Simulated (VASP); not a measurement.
The system is Zr3S2.

```
Zr S
1.0
     7.10000    0.00000    0.00000
     0.00000    7.10000    0.00000
     0.00000    0.00000    3.71000
Zr S
6 4
Direct
  0.31900 0.18100 0.50000
  0.68100 0.81900 0.50000
  0.81900 0.31900 0.50000
  0.18100 0.68100 0.50000
  0.00000 0.00000 0.00000
  0.50000 0.50000 0.00000
  0.12000 0.38000 0.00000
  0.88000 0.62000 0.00000
  0.38000 0.88000 0.00000
  0.62000 0.12000 0.00000
```

- Program: VASP 6.6.1
- Task: relaxation of cell and atoms
- Functional: PBE
- Potentials or basis: VASP PAW PBE potentials, release 64 (Zr_sv, S)
- Cutoff: 600 eV
- k mesh: 3 × 3 × 4
- Occupations: gaussian, width 0.2 eV
- Spin: no spin polarisation

At the start: pressure -4.5 GPa; volume 18.70 Å³/atom.

Where does the relaxation end?

Over 10 steps the energy falls by 262.2 meV/atom and the volume is 17.77 Å³/atom (-5.0 %); space group P4/mbm (No. 127, to 0.1 Å) before and after.

Step by step:
```
step  energy change (eV)  largest force (eV/Å)  pressure (GPa)  volume (Å³)
   1              0.0000                3.6592           -4.48       187.02
   2             -1.8377                1.4351            5.69       173.06
   3             -1.8380                1.4692            6.00       172.77
   4             -2.3291                0.7955           -3.67       185.11
   5             -2.3314                0.8409           -3.10       184.23
   6             -2.5641                0.4768           -0.84       179.79
   7             -2.6060                0.2803            0.98       177.00
   8             -2.6148                0.1127           -0.96       179.18
   9             -2.6192                0.1307           -0.28       178.37
  10             -2.6223                0.0580            0.15       177.70
```

Final structure:
```
Zr S
1.0
     7.12567    0.00000    0.00000
     0.00000    7.12567    0.00000
     0.00000    0.00000    3.49976
Zr S
6 4
Cartesian
  2.4341 1.1288 1.7499
  4.6916 5.9969 1.7499
  5.9969 2.4341 1.7499
  1.1288 4.6916 1.7499
  7.1257 7.1257 0.0000
  3.5628 3.5628 0.0000
  1.0659 2.4970 0.0000
  6.0598 4.6287 0.0000
  2.4970 6.0598 3.4998
  4.6287 1.0659 0.0000
```

Caveat: the k points lie up to 0.45 Å⁻¹ apart in the final cell; the relaxation stopped at a loose force limit of 0.08 eV/Å, so its end isn't a converged minimum.
